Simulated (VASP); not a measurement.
# TiSi16 (a cell with a defect) in VASP: single point with PBE

Aim: the single point of TiSi16 (a cell with a defect) with PBE.

Program: VASP 6.6.1. These are calculated values, not measurements. Logs are shortened: lines on timing, memory, paths and dates and some standing lists are left out, and cuts for length are marked.

### Step 1. The cell of the first run

The cell holds a defect, 17 atoms: a = 7.679 Å, b = 7.679 Å, c = 7.679 Å, α = 60.00°, β = 60.00°, γ = 60.00°.

### Step 2. Single point, PBE

INCAR

```
PREC     = Accurate       # precision mode
ENCUT    = 520            # plane-wave cutoff, eV
EDIFF    = 1E-7           # SCF threshold, eV
ISMEAR   = -1             # smearing method
SIGMA    = 0.02           # smearing width, eV
LREAL    = Auto         
LASPH    = T              # aspherical terms in the spheres
NELM     = 80             # most SCF steps
ALGO     = Normal         # electronic algorithm
ISIF     = 2              # what is computed and relaxed
LWAVE    = F              # write WAVECAR
LCHARG   = F              # write CHGCAR
GGA      = PE             # functional
NBANDS   = 52             # bands
```

KPOINTS

```
Automatic mesh
0
Gamma
  2 2 2
```

POSCAR

```
TiSi16
1.0
    0.0000000000      5.4300000000      5.4300000000
    5.4300000000      0.0000000000      5.4300000000
    5.4300000000      5.4300000000      0.0000000000
Si Ti
16 1
Direct
    0.0041803022      0.0041605791     -0.0127735130
    0.1280768273      0.1279468998      0.1219435142
    0.0041516476      0.0041092449      0.5043229883
    0.1249622731      0.1250158735      0.6249186913
   -0.0047552624      0.5011687896      0.0016484129
    0.1280374599      0.6216186689      0.1215660066
    0.0042293490      0.4872545906      0.5042279525
    0.1280789680      0.6217015233      0.6284811820
    0.5012842692     -0.0048961125      0.0016551853
    0.6216470332      0.1279304612      0.1216213486
    0.4872233716      0.0042194436      0.5042374373
    0.6217450603      0.1279569925      0.6284891973
    0.5012746072      0.5011770923      0.0015541296
    0.6247411868      0.6245971009      0.1251681968
    0.5012913615      0.5011825127      0.4956664491
    0.6214862714      0.6215133423      0.6283312763
    0.8748547742      0.8748109974      0.3750373450
```

Potentials or basis: VASP PAW PBE potentials, release 64 (Si, Ti_sv).

The run is started by

```
$ cat potpaw_PBE.64/Si/POTCAR potpaw_PBE.64/Ti_sv/POTCAR > POTCAR
$ mpirun -np 1 vasp_std > vasp.out
```

OUTCAR:

```text
PREC = Accurate
   ENCUT = 520
   EDIFF = 1E-7
   ISMEAR = -1
   LREAL = Auto
   LASPH = T
   NELM = 80
   ISIF = 2
   GGA = PE

 ion  position               nearest neighbor table
   1  0.004  0.004  0.987-   4 2.27   2 2.40  10 2.40   6 2.40  17 2.43
   2  0.128  0.128  0.122-   9 2.34   5 2.34   3 2.40   1 2.40  17 2.75
   3  0.004  0.004  0.504-   4 2.27   2 2.40   8 2.40  12 2.40  17 2.43
   4  0.125  0.125  0.625-   7 2.27  11 2.27   1 2.27   3 2.27
   5  0.995  0.501  0.002-  14 2.32   6 2.34   8 2.34   2 2.34
   6  0.128  0.622  0.122-   5 2.34  13 2.34   1 2.40   7 2.40  17 2.75
   7  0.004  0.487  0.504-   4 2.27   8 2.40   6 2.40  16 2.40  17 2.43
   8  0.128  0.622  0.628-   5 2.34  15 2.34   3 2.40   7 2.40  17 2.75
   9  0.501  0.995  0.002-  14 2.32  10 2.34  12 2.34   2 2.34
  10  0.622  0.128  0.122-   9 2.34  13 2.34   1 2.40  11 2.40  17 2.75
  11  0.487  0.004  0.504-   4 2.27  12 2.40  10 2.40  16 2.40  17 2.43
  12  0.622  0.128  0.628-   9 2.34  15 2.34   3 2.40  11 2.40  17 2.75
  13  0.501  0.501  0.002-  14 2.32  16 2.34   6 2.34  10 2.34
  14  0.625  0.625  0.125-  15 2.32  13 2.32   5 2.32   9 2.32
  15  0.501  0.501  0.496-  14 2.32  16 2.34   8 2.34  12 2.34
  16  0.621  0.622  0.628-  15 2.34  13 2.34  11 2.40   7 2.40  17 2.75
  17  0.875  0.875  0.375-   7 2.43  11 2.43   1 2.43   3 2.43   2 2.75  12 2.75  10 2.75   6 2.75
                            16 2.75   8 2.75

  LATTYP: Found a face centered cubic cell.
 ALAT       =    10.8600000000

  Lattice vectors:

 A1 = (   0.0000000000,   5.4300000000,   5.4300000000)
 A2 = (   5.4300000000,   0.0000000000,   5.4300000000)
 A3 = (   5.4300000000,   5.4300000000,   0.0000000000)

Analysis of symmetry for initial positions (statically):
=====================================================================
 Subroutine PRICEL returns:
 Original cell was already a primitive cell.

 Routine SETGRP: Setting up the symmetry group for a
 face centered cubic supercell.

 Subroutine GETGRP returns: Found  1 space group operations
 (whereof  1 operations were pure point group operations)
 out of a pool of 48 trial point group operations.

The static configuration has the point symmetry C_1 .

Analysis of symmetry for dynamics (positions and initial velocities):
=====================================================================
 Subroutine PRICEL returns:
 Original cell was already a primitive cell.

 Routine SETGRP: Setting up the symmetry group for a
 face centered cubic supercell.

 Subroutine GETGRP returns: Found  1 space group operations
 (whereof  1 operations were pure point group operations)
 out of a pool of 48 trial point group operations.

The dynamic configuration has the point symmetry C_1 .

 Subroutine INISYM returns: Found  1 space group operations
 (whereof  1 operations are pure point group operations),
 and found     1 'primitive' translations

----------------------------------------------------------------------------------------

                                     Primitive cell

  volume of cell :     320.2060

  direct lattice vectors                    reciprocal lattice vectors
     0.000000000  5.430000000  5.430000000    -0.092081031  0.092081031  0.092081031
     5.430000000  0.000000000  5.430000000     0.092081031 -0.092081031  0.092081031
     5.430000000  5.430000000  0.000000000     0.092081031  0.092081031 -0.092081031

  length of vectors
     7.679179644  7.679179644  7.679179644     0.159489025  0.159489025  0.159489025

  position of ions in fractional coordinates (direct lattice)
     0.004180302  0.004160579  0.987226487
     0.128076827  0.127946900  0.121943514
     0.004151648  0.004109245  0.504322988
     0.124962273  0.125015873  0.624918691
     0.995244738  0.501168790  0.001648413
     0.128037460  0.621618669  0.121566007
[... 9 lines left out ...]
     0.621486271  0.621513342  0.628331276
     0.874854774  0.874810997  0.375037345

  ion indices of the primitive-cell ions
   primitive index   ion index
                 1           1
                 2           2
                 3           3
                 4           4
                 5           5
                 6           6
[... 9 lines left out ...]
                16          16
                17          17

----------------------------------------------------------------------------------------

 KPOINTS: Automatic mesh

Automatic generation of k-mesh.
 Grid dimensions read from file:
 generate k-points for:    2    2    2

 Generating k-lattice:

  Cartesian coordinates                     Fractional coordinates (reciprocal lattice)
    -0.046040516  0.046040516  0.046040516     0.500000000  0.000000000  0.000000000
     0.046040516 -0.046040516  0.046040516     0.000000000  0.500000000  0.000000000
     0.046040516  0.046040516 -0.046040516     0.000000000  0.000000000  0.500000000

  Length of vectors
     0.079744512  0.079744512  0.079744512

  Shift w.r.t. Gamma in fractional coordinates (k-lattice)
     0.000000000  0.000000000  0.000000000

 Subroutine IBZKPT returns following result:
 ===========================================

 Found      8 irreducible k-points:

 Following reciprocal coordinates:
            Coordinates               Weight
  0.000000  0.000000  0.000000      1.000000
  0.500000  0.000000  0.000000      1.000000
  0.000000  0.500000  0.000000      1.000000
  0.000000  0.000000  0.500000      1.000000
  0.500000  0.500000  0.500000      1.000000
  0.500000  0.500000  0.000000      1.000000
  0.000000  0.500000  0.500000      1.000000
  0.500000  0.000000  0.500000      1.000000
   k-points           NKPTS =      8   k-points in BZ     NKDIM =      8   number of bands    NBANDS=     52
   number of dos      NEDOS =    301   number of ions     NIONS =     17
   total plane-waves  NPLWV = 216000
   dimension x,y,z NGX =    60 NGY =   60 NGZ =   60
   dimension x,y,z NGXF=   120 NGYF=  120 NGZF=  120
   ions per type =              16   1
   NGX,Y,Z   is equivalent  to a cutoff of  12.99, 12.99, 12.99 a.u.
   NGXF,Y,Z  is equivalent  to a cutoff of  25.98, 25.98, 25.98 a.u.
 SYSTEM =  unknown system
   PREC   = accura    normal or accurate (medium, high low for compatibility)
   ISTART =      0    job   : 0-new  1-cont  2-samecut
   ICHARG =      2    charge: 1-file 2-atom 10-const
   ISPIN  =      1    spin polarized calculation?
   LNONCOLLINEAR =      F non collinear calculations
   LSORBIT =      F    spin-orbit coupling
   LASPH  =      T    aspherical Exc in radial PAW
   ENCUT  =  520.0 eV  38.22 Ry    6.18 a.u.  14.28 14.28 14.28*2*pi/ulx,y,z
   NELM   =     80;   NELMIN=  2; NELMDL= -5     # of ELM steps
   EDIFF  = 0.1E-06   stopping-criterion for ELM
   LREAL  =      T    real-space projection
   EDIFFG = 0.1E-05   stopping-criterion for IOM
   NSW    =      0    number of steps for IOM
   IBRION =     -1    ionic relax: 0-MD 1-quasi-New 2-CG
   NFREE  =      0    steps in history (QN), initial steepest desc. (CG)
   ISIF   =      2    stress and relaxation
   ISYM   =      2    0-nonsym 1-usesym 2-fastsym
   POTIM  = 0.5000    time-step for ionic-motion
   TEBEG  =    0.0;   TEEND  =   0.0 temperature during run
   PSTRESS=    0.0 pullay stress
   NELECT =      76.0000    total number of electrons
   NUPDOWN=      -1.0000    fix difference up-down
   EMIN   =  10.00;   EMAX   =-10.00  energy-range for DOS
   EFERMI =   0.00;   METHOD = LEGACY
   ISMEAR =    -1;   SIGMA  =   0.02  broadening in eV -4-tet -1-fermi 0-gaus
   EFERMI_NEDOS =   21; number of points for ismear=-14 and -15
   IALGO  =     38    algorithm
   IMIX   =      4    mixing-type and parameters
     AMIX     =   0.40;   BMIX     =  1.00
     AMIX_MAG =   1.60;   BMIX_MAG =  1.00
  volume/ion in A,a.u.               =      18.84       127.11
  Fermi-wavevector in a.u.,A,eV,Ry     =   1.013607  1.915439 13.978610  1.027399
  Thomas-Fermi vector in A             =   2.146786
   LORBIT       =      0    0 simple, 1 ext, 2 COOP (PROOUT), +10 PAW based schemes
   GGA     = PE    functional components
   LHFCALC =     F    Hartree Fock is set to
   AEXX    =    0.0000 exact exchange contribution
   IVDW    =     0    specifies the selected vdW correction
   LEPSILON=     F    determine dielectric tensor
   LRPA    =     F    only Hartree local field effects (RPA)
 non-spin polarized calculation
  energy-cutoff  :      520.00
  volume of cell :      320.21
 maximum number of plane-waves:      8646
 NGX is ok and might be reduce to    60
   NGX = 29   NGY = 29   NGZ = 29

 number of electron      75.9999998 magnetization

 Free energy of the ion-electron system (eV)
  ---------------------------------------------------
  ext. energy  EPLUGINS =         0.00000000
  ---------------------------------------------------
  free energy    TOTEN  =       -92.21397802 eV

  energy without entropy =      -92.18994334  energy(sigma->0) =      -92.20196068

 E-fermi :   6.9304     XC(G=0):  -9.7517

 val. band max:        6.8901641341   @ k =   0.5000   0.0000   0.5000
 cond. band min:       6.9600297397   @ k =   0.5000   0.0000   0.0000
 fundamental gap:      0.0698656056
 Fermi energy:         6.9304114465

 k-point     1 :       0.0000    0.0000    0.0000
  band No.  band energies     occupation
      1     -49.8823      2.00000
      2     -26.2544      2.00000
      3     -26.2542      2.00000
      4     -26.2535      2.00000
      5      -5.7212      2.00000
      6      -3.5200      2.00000
[... 42 lines left out ...]
     49       8.1709      0.00000
     50       8.4798      0.00000

 k-point     2 :       0.5000    0.0000    0.0000
  band No.  band energies     occupation
      1     -49.8823      2.00000
      2     -26.2544      2.00000
      3     -26.2542      2.00000
      4     -26.2535      2.00000
      5      -5.0151      2.00000
      6      -4.8004      2.00000
[... 310 lines left out ...]
 k-point     8 :       0.5000    0.0000    0.5000
  band No.  band energies     occupation
      1     -49.8823      2.00000
      2     -26.2544      2.00000
      3     -26.2542      2.00000
      4     -26.2535      2.00000
      5      -4.6962      2.00000
      6      -4.5996      2.00000
[... 42 lines left out ...]
     49       9.8785      0.00000
     50      10.5352      0.00000
 [bands above 50 left out]

------------------------ aborting loop because EDIFF is reached ----------------------------------------

  FORCE on cell =-STRESS in cart. coord.  units (eV):
  Direction    XX          YY          ZZ          XY          YZ          ZX
  --------------------------------------------------------------------------------------
  -------------------------------------------------------------------------------------
  Total        7.9858447      7.9818542      8.0056295      0.0264679      0.0124342      0.0113041
  in kB       39.9578360     39.9378690     40.0568309      0.1324344      0.0622155      0.0565612
  external PRESSURE =      39.9841786 kB  Pullay stress =       0.0000000 kB

 VOLUME and BASIS-vectors are now :
 -----------------------------------------------------------------------------
  energy-cutoff  :      520.00
  volume of cell :      320.21
      direct lattice vectors                 reciprocal lattice vectors
     0.000000000  5.430000000  5.430000000    -0.092081031  0.092081031  0.092081031
     5.430000000  0.000000000  5.430000000     0.092081031 -0.092081031  0.092081031
     5.430000000  5.430000000  0.000000000     0.092081031  0.092081031 -0.092081031

 POSITION                                       TOTAL-FORCE (eV/Angst)
 -----------------------------------------------------------------------------------
      5.38323      5.38334      0.04529         0.026286      0.028002     -0.039056
      1.35690      1.35761      1.39021        -0.001133     -0.001643      0.005190
      2.76079      2.76102      0.04486        -0.027751     -0.026206     -0.033368
      4.07214      4.07185      1.35738         0.000864      0.000889      0.001171
      2.73030      5.41313      8.12553        -0.002349      0.004138      0.005656
      4.03549      1.35535      4.07063         0.010024      0.004716      0.000911
[... 9 lines left out ...]
      6.78666      6.78651      6.74949         0.000768      0.001550      0.015103
      6.78668      6.78691      9.50069        -0.002718     -0.002232     -0.001831
 -----------------------------------------------------------------------------------
    total drift:                               -0.002306      0.000111      0.000421

  FREE ENERGIE OF THE ION-ELECTRON SYSTEM (eV)
  ---------------------------------------------------
  free  energy   TOTEN  =       -92.2139780179 eV

  energy  without entropy=      -92.1899433365  energy(sigma->0) =      -92.20196068
```

It took 2.3 min on 1 thread of Intel Xeon 6975P-C (Granite Rapids), shared host; peak memory 0.49 GiB.

Results:

| Property | Result |
| --- | --- |
| Free energy | -92.2140 eV |
| Pressure | 4.0 GPa |
| Largest force | 0.055 eV/Å |
| Band gap on the k mesh | zero (band 38 reaches 6.96 eV, above the bottom of band 39 at 6.53 eV) |

Forces in eV/Å, atoms in the order of the input:
```
Si   0.026  0.028 -0.039
Si  -0.001 -0.002  0.005
Si  -0.028 -0.026 -0.033
Si   0.001  0.001  0.001
Si  -0.002  0.004  0.006
Si   0.010  0.005  0.001
Si   0.032 -0.037  0.025
Si  -0.005 -0.005 -0.002
Si   0.004 -0.002  0.005
Si   0.004  0.008  0.001
Si  -0.038  0.032  0.024
Si  -0.002 -0.005 -0.001
Si  -0.007 -0.007 -0.005
Si   0.001  0.000  0.002
Si   0.006  0.006 -0.003
Si   0.001  0.002  0.015
Ti  -0.003 -0.002 -0.002
```

Caveat: the k points lie up to 0.50 Å⁻¹ apart.
